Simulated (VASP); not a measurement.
# BaTiO3 in VASP: further runs

BaTiO3 is run at these levels: PBE; tasks: single point.

Everything below comes from runs of VASP 6.6.1. Logs are shortened: lines on timing, memory, paths and dates and some standing lists are left out, and cuts for length are marked.

**1. The cell of the first run**

The structure is cubic, space group Pm-3m (No. 221). The conventional cell has a = 4.019 Å, b = 4.019 Å, c = 4.019 Å, α = 90.00°, β = 90.00°, γ = 90.00°. Within 3.7 Å of Ba (site symmetry m-3m) lie 12 O at 2.84 Å and 8 Ti at 3.48 Å. Within 2.7 Å of Ti (site symmetry m-3m) lie 6 O at 2.01 Å. Within 2.7 Å of O (site symmetry 4/mmm) lie 2 Ti at 2.01 Å.

**2. Single point, PBE**

Contents of INCAR:

```
SYSTEM = BaTiO3
  PREC = Accurate
  ENCUT = 910
  EDIFF = 1E-6
  ISMEAR = -1
  SIGMA = 0.0618
  LREAL = .False.
  LASPH = .True.
  NELM = 120
  ALGO = Normal
  ISIF = 2
  LWAVE = .False.
  LCHARG = .False.
  GGA = PE
  NBANDS = 28
  GGA_COMPAT = .False.
```

Contents of KPOINTS:

```
Automatic mesh
0
Gamma
  7 7 6
  0 0 0
```

Contents of POSCAR:

```
BaTiO3
1.0
    4.0191665031      0.0000000000      0.0000000000
    0.0000000000      4.0191665031      0.0000000000
    0.0000000000      0.0000000000      4.0192826944
Ba Ti O
1 1 3
Direct
    0.0000000000      0.0000000000      0.0000000000
    0.5000000000      0.5000000000      0.5000000000
    0.5000000000      0.5000000000      0.0000000000
    0.5000000000      0.0000000000      0.5000000000
    0.0000000000      0.5000000000      0.5000000000
```

Potentials or basis: VASP PAW PBE potentials, release 64 (Ba_sv, Ti_sv, O_h).

Started as:

```bash
$ cat potpaw_PBE.64/Ba_sv/POTCAR potpaw_PBE.64/Ti_sv/POTCAR potpaw_PBE.64/O_h/POTCAR > POTCAR
$ mpirun -np 1 vasp_std > vasp.out
```

OUTCAR:

```text
SYSTEM = BaTiO3
   PREC = Accurate
   ENCUT = 910
   EDIFF = 1E-6
   ISMEAR = -1
   LREAL = .False.
   LASPH = .True.
   NELM = 120
   ISIF = 2
   GGA = PE

 ion  position               nearest neighbor table
   1  0.000  0.000  0.000-   3 2.84   3 2.84   3 2.84   3 2.84   5 2.84   4 2.84   5 2.84   5 2.84
                             5 2.84   4 2.84   4 2.84   4 2.84   2 3.48   2 3.48   2 3.48   2 3.48
   2  0.500  0.500  0.500-   4 2.01   5 2.01   4 2.01   5 2.01   3 2.01   3 2.01   1 3.48   1 3.48
                             1 3.48   1 3.48   1 3.48   1 3.48   1 3.48   1 3.48
   3  0.500  0.500  0.000-   2 2.01   2 2.01   1 2.84   1 2.84   1 2.84   1 2.84
   4  0.500  0.000  0.500-   2 2.01   2 2.01   1 2.84   1 2.84   1 2.84   1 2.84
   5  0.000  0.500  0.500-   2 2.01   2 2.01   1 2.84   1 2.84   1 2.84   1 2.84

  LATTYP: Found a simple tetragonal cell.
 ALAT       =     4.0191665031
 C/A-ratio  =     1.0000289093

  Lattice vectors:

 A1 = (   4.0191665031,   0.0000000000,   0.0000000000)
 A2 = (   0.0000000000,   4.0191665031,   0.0000000000)
 A3 = (   0.0000000000,   0.0000000000,   4.0192826944)

Analysis of symmetry for initial positions (statically):
=====================================================================
 Subroutine PRICEL returns:
 Original cell was already a primitive cell.

 Routine SETGRP: Setting up the symmetry group for a
 simple tetragonal supercell.

 Subroutine GETGRP returns: Found 16 space group operations
 (whereof 16 operations were pure point group operations)
 out of a pool of 16 trial point group operations.

The static configuration has the point symmetry D_4h.

Analysis of symmetry for dynamics (positions and initial velocities):
=====================================================================
 Subroutine PRICEL returns:
 Original cell was already a primitive cell.

 Routine SETGRP: Setting up the symmetry group for a
 simple tetragonal supercell.

 Subroutine GETGRP returns: Found 16 space group operations
 (whereof 16 operations were pure point group operations)
 out of a pool of 16 trial point group operations.

The dynamic configuration has the point symmetry D_4h.

 Subroutine INISYM returns: Found 16 space group operations
 (whereof 16 operations are pure point group operations),
 and found     1 'primitive' translations

----------------------------------------------------------------------------------------

                                     Primitive cell

  volume of cell :      64.9263

  direct lattice vectors                    reciprocal lattice vectors
     4.019166503  0.000000000  0.000000000     0.248807806  0.000000000  0.000000000
     0.000000000  4.019166503  0.000000000     0.000000000  0.248807806  0.000000000
     0.000000000  0.000000000  4.019282694     0.000000000  0.000000000  0.248800613

  length of vectors
     4.019166503  4.019166503  4.019282694     0.248807806  0.248807806  0.248800613

  position of ions in fractional coordinates (direct lattice)
     0.000000000  0.000000000  0.000000000
     0.500000000  0.500000000  0.500000000
     0.500000000  0.500000000  0.000000000
     0.500000000  0.000000000  0.500000000
     0.000000000  0.500000000  0.500000000

  ion indices of the primitive-cell ions
   primitive index   ion index
                 1           1
                 2           2
                 3           3
                 4           4
                 5           5

----------------------------------------------------------------------------------------

 KPOINTS: Automatic mesh

Automatic generation of k-mesh.
 Grid dimensions read from file:
 generate k-points for:    7    7    6

 Generating k-lattice:

  Cartesian coordinates                     Fractional coordinates (reciprocal lattice)
     0.035543972  0.000000000  0.000000000     0.142857143  0.000000000  0.000000000
     0.000000000  0.035543972  0.000000000     0.000000000  0.142857143  0.000000000
     0.000000000  0.000000000  0.041466769     0.000000000  0.000000000  0.166666667

  Length of vectors
     0.035543972  0.035543972  0.041466769

  Shift w.r.t. Gamma in fractional coordinates (k-lattice)
     0.000000000  0.000000000  0.000000000

 Subroutine IBZKPT returns following result:
 ===========================================

 Found     40 irreducible k-points:

 Following reciprocal coordinates:
            Coordinates               Weight
  0.000000  0.000000  0.000000      1.000000
  0.142857  0.000000  0.000000      4.000000
  0.285714  0.000000  0.000000      4.000000
  0.428571  0.000000  0.000000      4.000000
  0.142857  0.142857  0.000000      4.000000
  0.285714  0.142857  0.000000      8.000000
[... 16 lines left out ...]
  0.285714  0.000000  0.333333      8.000000
  0.428571  0.000000  0.333333      8.000000
 [... further k-points ...]
   k-points           NKPTS =     40   k-points in BZ     NKDIM =     40   number of bands    NBANDS=     28
   number of dos      NEDOS =    301   number of ions     NIONS =      5
   total plane-waves  NPLWV =  64000
   dimension x,y,z NGX =    40 NGY =   40 NGZ =   40
   dimension x,y,z NGXF=    80 NGYF=   80 NGZF=   80
   ions per type =               1   1   3
   NGX,Y,Z   is equivalent  to a cutoff of  16.55, 16.55, 16.54 a.u.
   NGXF,Y,Z  is equivalent  to a cutoff of  33.09, 33.09, 33.09 a.u.
 SYSTEM =  BaTiO3
   PREC   = accura    normal or accurate (medium, high low for compatibility)
   ISTART =      0    job   : 0-new  1-cont  2-samecut
   ICHARG =      2    charge: 1-file 2-atom 10-const
   ISPIN  =      1    spin polarized calculation?
   LNONCOLLINEAR =      F non collinear calculations
   LSORBIT =      F    spin-orbit coupling
   LASPH  =      T    aspherical Exc in radial PAW
   ENCUT  =  910.0 eV  66.88 Ry    8.18 a.u.   9.89  9.89  9.89*2*pi/ulx,y,z
   NELM   =    120;   NELMIN=  2; NELMDL= -5     # of ELM steps
   EDIFF  = 0.1E-05   stopping-criterion for ELM
   LREAL  =      F    real-space projection
   EDIFFG = 0.1E-04   stopping-criterion for IOM
   NSW    =      0    number of steps for IOM
   IBRION =     -1    ionic relax: 0-MD 1-quasi-New 2-CG
   NFREE  =      0    steps in history (QN), initial steepest desc. (CG)
   ISIF   =      2    stress and relaxation
   ISYM   =      2    0-nonsym 1-usesym 2-fastsym
   POTIM  = 0.5000    time-step for ionic-motion
   TEBEG  =    0.0;   TEEND  =   0.0 temperature during run
   PSTRESS=    0.0 pullay stress
   NELECT =      40.0000    total number of electrons
   NUPDOWN=      -1.0000    fix difference up-down
   EMIN   =  10.00;   EMAX   =-10.00  energy-range for DOS
   EFERMI =   0.00;   METHOD = LEGACY
   ISMEAR =    -1;   SIGMA  =   0.06  broadening in eV -4-tet -1-fermi 0-gaus
   EFERMI_NEDOS =   21; number of points for ismear=-14 and -15
   IALGO  =     38    algorithm
   IMIX   =      4    mixing-type and parameters
     AMIX     =   0.40;   BMIX     =  1.00
     AMIX_MAG =   1.60;   BMIX_MAG =  1.00
  volume/ion in A,a.u.               =      12.99        87.63
  Fermi-wavevector in a.u.,A,eV,Ry     =   1.393011  2.632410 26.401840  1.940481
  Thomas-Fermi vector in A             =   2.516699
   LORBIT       =      0    0 simple, 1 ext, 2 COOP (PROOUT), +10 PAW based schemes
   GGA     = PE    functional components
   LHFCALC =     F    Hartree Fock is set to
   AEXX    =    0.0000 exact exchange contribution
   IVDW    =     0    specifies the selected vdW correction
   LEPSILON=     F    determine dielectric tensor
   LRPA    =     F    only Hartree local field effects (RPA)
 non-spin polarized calculation
  energy-cutoff  :      910.00
  volume of cell :       64.93
 maximum number of plane-waves:      4068
 NGX is ok and might be reduce to    40
   NGX = 19   NGY = 19   NGZ = 19

 number of electron      40.0000007 magnetization

 Free energy of the ion-electron system (eV)
  ---------------------------------------------------
  ext. energy  EPLUGINS =         0.00000000
  ---------------------------------------------------
  free energy    TOTEN  =       -40.00516667 eV

  energy without entropy =      -40.00516655  energy(sigma->0) =      -40.00516661

 E-fermi :   4.9634     XC(G=0): -11.1980

 val. band max:        4.0563681010   @ k =   0.4286   0.4286   0.5000
 cond. band min:       5.8127444703   @ k =   0.0000   0.0000   0.0000
 fundamental gap:      1.7563763693
 Fermi energy:         4.9633544658

 k-point     1 :       0.0000    0.0000    0.0000
  band No.  band energies     occupation
      1     -52.5996      2.00000
      2     -28.8036      2.00000
      3     -28.8035      2.00000
      4     -28.8035      2.00000
      5     -20.7485      2.00000
      6     -12.7720      2.00000
[... 20 lines left out ...]
     27       9.1306      0.00000
     28      11.3440      0.00000

 k-point     2 :       0.1429    0.0000    0.0000
  band No.  band energies     occupation
      1     -52.5995      2.00000
      2     -28.8128      2.00000
      3     -28.8032      2.00000
      4     -28.8032      2.00000
      5     -20.7279      2.00000
      6     -12.7812      2.00000
[... 20 lines left out ...]
     27       9.5228      0.00000
     28      11.8272      0.00000

 k-point     3 :       0.2857    0.0000    0.0000
  band No.  band energies     occupation
      1     -52.5991      2.00000
      2     -28.8334      2.00000
      3     -28.8024      2.00000
      4     -28.8024      2.00000
      5     -20.6810      2.00000
      6     -12.8616      2.00000
[... 20 lines left out ...]
     27      10.5085      0.00000
     28      12.3678      0.00000

 k-point     4 :       0.4286    0.0000    0.0000
  band No.  band energies     occupation
      1     -52.5988      2.00000
      2     -28.8499      2.00000
      3     -28.8018      2.00000
      4     -28.8018      2.00000
      5     -20.6426      2.00000
      6     -12.9614      2.00000
[... 578 lines left out ...]
     27      11.2461      0.00000
     28      12.6005      0.00000

 k-point    23 :       0.2857    0.0000    0.3333
  band No.  band energies     occupation
      1     -52.5984      2.00000
      2     -28.8385      2.00000
      3     -28.8315      2.00000
      4     -28.8010      2.00000
      5     -20.6153      2.00000
      6     -12.6766      2.00000
[... 20 lines left out ...]
     27      12.2646      0.00000
     28      12.5725      0.00000

 k-point    24 :       0.4286    0.0000    0.3333
  band No.  band energies     occupation
      1     -52.5981      2.00000
      2     -28.8476      2.00000
      3     -28.8376      2.00000
      4     -28.8004      2.00000
      5     -20.5869      2.00000
      6     -12.5882      2.00000
[... 20 lines left out ...]
     27      12.3073      0.00000
     28      13.4389      0.00000

 [... further k-points ...]

------------------------ aborting loop because EDIFF is reached ----------------------------------------

  FORCE on cell =-STRESS in cart. coord.  units (eV):
  Direction    XX          YY          ZZ          XY          YZ          ZX
  --------------------------------------------------------------------------------------
  -------------------------------------------------------------------------------------
  Total        0.5470932      0.5470932      0.5768725      0.0000000      0.0000000      0.0000000
  in kB       13.5005475     13.5005475     14.2354058      0.0000000      0.0000000      0.0000000
  external PRESSURE =      13.7455003 kB  Pullay stress =       0.0000000 kB

 VOLUME and BASIS-vectors are now :
 -----------------------------------------------------------------------------
  energy-cutoff  :      910.00
  volume of cell :       64.93
      direct lattice vectors                 reciprocal lattice vectors
     4.019166503  0.000000000  0.000000000     0.248807806  0.000000000  0.000000000
     0.000000000  4.019166503  0.000000000     0.000000000  0.248807806  0.000000000
     0.000000000  0.000000000  4.019282694     0.000000000  0.000000000  0.248800613

 POSITION                                       TOTAL-FORCE (eV/Angst)
 -----------------------------------------------------------------------------------
      0.00000      0.00000      0.00000         0.000000      0.000000      0.000000
      2.00958      2.00958      2.00964         0.000000      0.000000      0.000000
      2.00958      2.00958      0.00000         0.000000      0.000000      0.000000
      2.00958      0.00000      2.00964         0.000000      0.000000      0.000000
      0.00000      2.00958      2.00964         0.000000      0.000000      0.000000
 -----------------------------------------------------------------------------------
    total drift:                                0.000000      0.000000     -0.000000

  FREE ENERGIE OF THE ION-ELECTRON SYSTEM (eV)
  ---------------------------------------------------
  free  energy   TOTEN  =       -40.0051666680 eV

  energy  without entropy=      -40.0051665462  energy(sigma->0) =      -40.00516661
```

Run time: 2.5 min. Hardware: 1 thread of AMD EPYC 7R43 (Zen 3), shared host; peak memory 0.31 GiB.

Results:

```yaml
Free_energy: -40.0052 eV
Pressure: 1.4 GPa
Band_gap_on_the_k_mesh: 1.76 eV (least direct gap 1.88 eV)
```

Levels at points of the mesh, in eV from the valence-band top:
```csv
k point,band 16,band 17,band 18,band 19,band 20,band 21,band 22,band 23,band 24,band 25
"(0.00, 0.00, 0.00)",-1.04,-1.04,-0.12,-0.12,-0.12,1.76,1.76,1.76,3.85,3.85
"(0.00, 0.00, 0.50)",-1.85,-1.78,-1.78,-0.68,-0.68,1.91,3.46,3.46,3.86,5.84
```

Caveat: the cutoff is under 1.25 times the usual one of these potentials, so pressure, stress and relaxed cells hold a basis-set (Pulay) error; spin-orbit coupling is left out, which moves the levels of the heavy elements; an odd mesh through Γ misses points on the zone boundary, where band edges can lie.

**3. Single point, PBE**

This run uses another cell than the first one, of 12.71 Å³/atom.

Contents of INCAR:

```
SYSTEM = BaTiO3
PREC = Accurate ; ENCUT = 520
EDIFF = 1E-7 ; ISMEAR = -1
SIGMA = 0.0618 ; LREAL = .FALSE.
LASPH = .TRUE. ; NELM = 80
ALGO = Normal ; ISIF = 2
LWAVE = .FALSE. ; LCHARG = .TRUE.
GGA = PE ; LELF = .TRUE.
LVHAR = .TRUE. ; NBANDS = 28
```

Contents of KPOINTS:

```
Automatic mesh
0
G
  7 7 6
  0 0 0
```

Edit POSCAR of step 2 so:

```diff
@@ -2,5 +2,5 @@
 1.0
-    4.0191665031      0.0000000000      0.0000000000
-    0.0000000000      4.0191665031      0.0000000000
-    0.0000000000      0.0000000000      4.0192826944
+    3.9842388100      0.0000000000      0.0000000000
+    0.0000000000      3.9842388100      0.0000000000
+    0.0000000000      0.0000000000      4.0023680000
 Ba Ti O
```

Potentials or basis: VASP PAW PBE potentials, release 64 (Ba_sv, Ti_sv, O).

Started as:

```bash
$ cat potpaw_PBE.64/Ba_sv/POTCAR potpaw_PBE.64/Ti_sv/POTCAR potpaw_PBE.64/O/POTCAR > POTCAR
$ mpirun -np 1 vasp_std > vasp.out
```

OUTCAR:

```text
SYSTEM = BaTiO3
   PREC = Accurate
   ENCUT = 520
   EDIFF = 1E-7
   ISMEAR = -1
   LREAL = .FALSE.
   LASPH = .TRUE.
   NELM = 80
   ISIF = 2
   GGA = PE

 ion  position               nearest neighbor table
   1  0.000  0.000  0.000-   3 2.82   3 2.82   3 2.82   3 2.82   5 2.82   4 2.82   5 2.82   5 2.82
                             5 2.82   4 2.82   4 2.82   4 2.82   2 3.46   2 3.46   2 3.46   2 3.46
   2  0.500  0.500  0.500-   4 1.99   5 1.99   4 1.99   5 1.99   3 2.00   3 2.00   1 3.46   1 3.46
                             1 3.46   1 3.46   1 3.46   1 3.46   1 3.46   1 3.46
[... 952 lines left out ...]
  -------------------------------------------------------------------------------------
  Total        2.3316363      2.3316363      1.9654222      0.0000000      0.0000000      0.0000000
  in kB       58.7981490     58.7981490     49.5631259      0.0000000      0.0000000      0.0000000
  external PRESSURE =      55.7198079 kB  Pullay stress =       0.0000000 kB

 VOLUME and BASIS-vectors are now :
 -----------------------------------------------------------------------------
  energy-cutoff  :      520.00
  volume of cell :       63.53
      direct lattice vectors                 reciprocal lattice vectors
     3.984238810  0.000000000  0.000000000     0.250988971  0.000000000  0.000000000
     0.000000000  3.984238810  0.000000000     0.000000000  0.250988971  0.000000000
     0.000000000  0.000000000  4.002368000     0.000000000  0.000000000  0.249852088

 POSITION                                       TOTAL-FORCE (eV/Angst)
 -----------------------------------------------------------------------------------
      0.00000      0.00000      0.00000         0.000000      0.000000      0.000000
      1.99212      1.99212      2.00118         0.000000      0.000000      0.000000
      1.99212      1.99212      0.00000         0.000000      0.000000      0.000000
      1.99212      0.00000      2.00118         0.000000      0.000000      0.000000
      0.00000      1.99212      2.00118         0.000000      0.000000      0.000000
 -----------------------------------------------------------------------------------
    total drift:                                0.000000      0.000000     -0.000000

  FREE ENERGIE OF THE ION-ELECTRON SYSTEM (eV)
  ---------------------------------------------------
  free  energy   TOTEN  =       -39.9480190383 eV

  energy  without entropy=      -39.9480189511  energy(sigma->0) =      -39.94801899
```

OSZICAR:

```text
N       E                     dE             d eps       ncg     rms          rms(c)
DAV:   1     0.441927335044E+03    0.44193E+03   -0.20704E+04  2240   0.156E+03
DAV:   2    -0.278819567176E+01   -0.44472E+03   -0.42284E+03  2520   0.434E+02
DAV:   3    -0.486872616690E+02   -0.45899E+02   -0.45488E+02  3108   0.136E+02
DAV:   4    -0.508553667949E+02   -0.21681E+01   -0.21636E+01  3312   0.255E+01
DAV:   5    -0.509206023240E+02   -0.65236E-01   -0.65219E-01  3064   0.343E+00    0.231E+01
DAV:   6    -0.401266203693E+02    0.10794E+02   -0.56901E+01  3152   0.665E+01    0.974E+00
DAV:   7    -0.400882561411E+02    0.38364E-01   -0.95524E+00  2984   0.223E+01    0.663E+00
DAV:   8    -0.399331196993E+02    0.15514E+00   -0.69773E-01  2744   0.730E+00    0.326E+00
DAV:   9    -0.399731488010E+02   -0.40029E-01   -0.28178E-01  3056   0.426E+00    0.145E+00
DAV:  10    -0.399501296594E+02    0.23019E-01   -0.14084E-01  2404   0.400E+00    0.407E-01
DAV:  11    -0.399480583553E+02    0.20713E-02   -0.12450E-02  3060   0.817E-01    0.110E-01
DAV:  12    -0.399483799812E+02   -0.32163E-03   -0.18883E-03  3244   0.379E-01    0.166E-01
DAV:  13    -0.399480185702E+02    0.36141E-03   -0.13257E-03  2872   0.371E-01    0.146E-02
DAV:  14    -0.399480188657E+02   -0.29554E-06   -0.49012E-05  2620   0.561E-02    0.907E-03
DAV:  15    -0.399480200074E+02   -0.11417E-05   -0.63942E-06  3188   0.208E-02    0.873E-03
DAV:  16    -0.399480189588E+02    0.10487E-05   -0.39476E-06  2524   0.212E-02    0.252E-03
DAV:  17    -0.399480190383E+02   -0.79488E-07   -0.11152E-07  1992   0.292E-03
   1 F= -.39948019E+02 E0= -.39948019E+02  d E =-.871506E-07
```

Run time: 61 s. Hardware: 1 thread of Intel Xeon Platinum 8375C at 2.90GHz (Ice Lake), shared host; peak memory 0.22 GiB.

Results:

```yaml
Free_energy: -39.9480 eV
Pressure: 5.6 GPa
Band_gap_on_the_k_mesh: 1.80 eV (least direct gap 1.90 eV)
```

Caveat: the cell stands under pressure; spin-orbit coupling is left out, which moves the levels of the heavy elements; an odd mesh through Γ misses points on the zone boundary, where band edges can lie.
